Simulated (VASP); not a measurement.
# ZnO (P6_3mc) in VASP: a series of runs, part 2 of 3

VASP 6.6.1. Earlier steps stand in the parts before.

## 3. Electric field gradients, LDA (volume scaled by 0.94)

INCAR

```
SYSTEM = ZnO
ALGO = Normal
EDIFF = 1E-8
ENCUT = 520
GGA = CA
ISIF = 2
ISMEAR = -1
LASPH = .TRUE.
LCHARG = .FALSE.
LEFG = .TRUE.
LREAL = .FALSE.
LWAVE = .FALSE.
NBANDS = 26
NELM = 80
PREC = Accurate
SIGMA = 0.01
```

KPOINTS

```
k-points
0
G
  8 8 5
  0 0 0
```

POSCAR

```
ZnO
1.0
    3.1830658516      0.0000000000      0.0000000000
   -1.5915329258      2.7566158894      0.0000000000
    0.0000000000      0.0000000000      5.0975701925
Zn O
2 2
Direct
    0.3333333333      0.6666666667      0.0000000000
    0.6666666667      0.3333333333      0.5000000000
    0.3333333333      0.6666666667      0.3821000000
    0.6666666667      0.3333333333      0.8821000000
```

Potentials or basis: VASP PAW LDA potentials, release 64 (Zn, O).

Run with:

```console
$ cat potpaw_LDA.64/Zn/POTCAR potpaw_LDA.64/O/POTCAR > POTCAR
$ mpirun -np 1 vasp_std > vasp.out
```

OUTCAR:

```text
SYSTEM = ZnO
   EDIFF = 1E-8
   ENCUT = 520
   GGA = CA
   ISIF = 2
   ISMEAR = -1
   LASPH = .TRUE.
   LREAL = .FALSE.
   NELM = 80
   PREC = Accurate

 ion  position               nearest neighbor table
   1  0.333  0.667  0.000-   4 1.93   4 1.93   4 1.93   3 1.95
   2  0.667  0.333  0.500-   3 1.93   3 1.93   3 1.93   4 1.95
   3  0.333  0.667  0.382-   2 1.93   2 1.93   2 1.93   1 1.95
   4  0.667  0.333  0.882-   1 1.93   1 1.93   1 1.93   2 1.95

  LATTYP: Found a hexagonal cell.
 ALAT       =     3.1830658516
 C/A-ratio  =     1.6014655147

  Lattice vectors:

 A1 = (   3.1830658516,   0.0000000000,   0.0000000000)
 A2 = (  -1.5915329258,   2.7566158894,   0.0000000000)
 A3 = (   0.0000000000,   0.0000000000,   5.0975701925)

Analysis of symmetry for initial positions (statically):
=====================================================================
 Subroutine PRICEL returns:
 Original cell was already a primitive cell.

 Routine SETGRP: Setting up the symmetry group for a
 hexagonal supercell.

 Subroutine GETGRP returns: Found 12 space group operations
 (whereof  6 operations were pure point group operations)
 out of a pool of 24 trial point group operations.

The static configuration has the point symmetry C_3v.
 The point group associated with its full space group is C_6v.

Analysis of symmetry for dynamics (positions and initial velocities):
=====================================================================
 Subroutine PRICEL returns:
 Original cell was already a primitive cell.

 Routine SETGRP: Setting up the symmetry group for a
 hexagonal supercell.

 Subroutine GETGRP returns: Found 12 space group operations
[... 170 lines left out ...]
      6      -4.5370      2.00000
[... 685 lines left out ...]
     25      15.2289      0.00000
     26      15.4976      0.00000

 [... further k-points ...]
[... 5 lines left out ...]
  --------------------------------------------------------------------------------------
  -------------------------------------------------------------------------------------
  Total        0.9736657      0.9736657      1.0629025      0.0000000      0.0000000      0.0000000
  in kB       34.8766962     34.8766962     38.0731579      0.0000000      0.0000000      0.0000000
  external PRESSURE =      35.9421835 kB  Pullay stress =       0.0000000 kB

 VOLUME and BASIS-vectors are now :
 -----------------------------------------------------------------------------
  energy-cutoff  :      520.00
  volume of cell :       44.73
      direct lattice vectors                 reciprocal lattice vectors
     3.183065852  0.000000000  0.000000000     0.314162523  0.181381817  0.000000000
    -1.591532926  2.756615889  0.000000000     0.000000000  0.362763635  0.000000000
     0.000000000  0.000000000  5.097570193     0.000000000  0.000000000  0.196171894

 POSITION                                       TOTAL-FORCE (eV/Angst)
 -----------------------------------------------------------------------------------
     -0.00000      1.83774      0.00000         0.000000      0.000000      0.043422
      1.59153      0.91887      2.54879        -0.000000     -0.000000      0.043422
     -0.00000      1.83774      1.94778         0.000000     -0.000000     -0.043422
      1.59153      0.91887      4.49657        -0.000000      0.000000     -0.043422
 -----------------------------------------------------------------------------------
    total drift:                                0.000000      0.000001      0.000539

  FREE ENERGIE OF THE ION-ELECTRON SYSTEM (eV)
  ---------------------------------------------------
  free  energy   TOTEN  =       -21.1455314663 eV

  energy  without entropy=      -21.1455314663  energy(sigma->0) =      -21.14553147

 Electric field gradients (V/A^2)
---------------------------------------------------------------------
 ion       V_xx      V_yy      V_zz      V_xy      V_xz      V_yz
---------------------------------------------------------------------
   1      -4.256    -4.262     8.519    -0.005     0.000    -0.000
   2      -4.256    -4.262     8.519    -0.005    -0.000     0.000
   3       1.708     1.706    -3.414    -0.001     0.000    -0.000
   4       1.708     1.706    -3.414    -0.001    -0.000     0.000
---------------------------------------------------------------------

 Electric field gradients after diagonalization (V/A^2)
 (convention: |V_zz| > |V_xx| > |V_yy|)
----------------------------------------------------------------------
 ion       V_xx      V_yy      V_zz     asymmetry (V_yy - V_xx)/ V_zz
----------------------------------------------------------------------
   1      -4.266    -4.253     8.519       0.001
   2      -4.266    -4.253     8.519       0.001
   3       1.709     1.705    -3.414       0.001
   4       1.709     1.705    -3.414       0.001
----------------------------------------------------------------------

           NMR quadrupolar parameters

 Cq : quadrupolar parameter    Cq=e*Q*V_zz/h
 eta: asymmetry parameters     (V_yy - V_xx)/ V_zz
 Q  : nuclear electric quadrupole moment in mb (millibarn)
----------------------------------------------------------------------
 ion       Cq(MHz)       eta       Q (mb)
----------------------------------------------------------------------
   1       0.021       0.001       1.000
   2       0.021       0.001       1.000
   3      -0.008       0.001       1.000
   4      -0.008       0.001       1.000
----------------------------------------------------------------------
```

stdout:

```text
POSCAR found type information on POSCAR ZnO
 POSCAR found :  2 types and       4 ions
 scaLAPACK will be used
 LDA part: xc-table for (Slater(with rela. corr.)+CA(PZ))
 , standard interpolation
 POSCAR, INCAR and KPOINTS ok, starting setup
 FFT: planning ... GRIDC
 FFT: planning ... GRID_SOFT
 FFT: planning ... GRID
 WAVECAR not read
 entering main loop
ion   1

ion   2

ion   3

ion   4
```

Wall time 69 s (1 thread of AMD EPYC 7R13, shared host); peak memory 0.13 GiB.

What came out:

```
Free energy            : -21.1455 eV
Pressure               : 3.6 GPa
Largest force          : 0.043 eV/Å
Band gap on the k mesh : 0.84 eV, direct
```

Forces on the atoms (eV/Å):
```
Zn   0.000  0.000  0.043
Zn   0.000  0.000  0.043
O    0.000  0.000 -0.043
O    0.000  0.000 -0.043
```

Stress tensor (GPa, compression positive):
```
3.49 0.00 0.00
0.00 3.49 0.00
0.00 0.00 3.81
```

Electric field gradients, principal values (V/Å²):
| atom | least | middle | greatest (by size) |
| --- | --- | --- | --- |
| 1 Zn | -4.253 | -4.266 | 8.519 |
| 2 Zn | -4.253 | -4.266 | 8.519 |
| 3 O | 1.705 | 1.709 | -3.414 |
| 4 O | 1.705 | 1.709 | -3.414 |

Caveat: without QUAD_EFG the Cq values of the log hold for a quadrupole moment of 1 mb, not for the nuclei.

(Continued in part 3 of 3.)
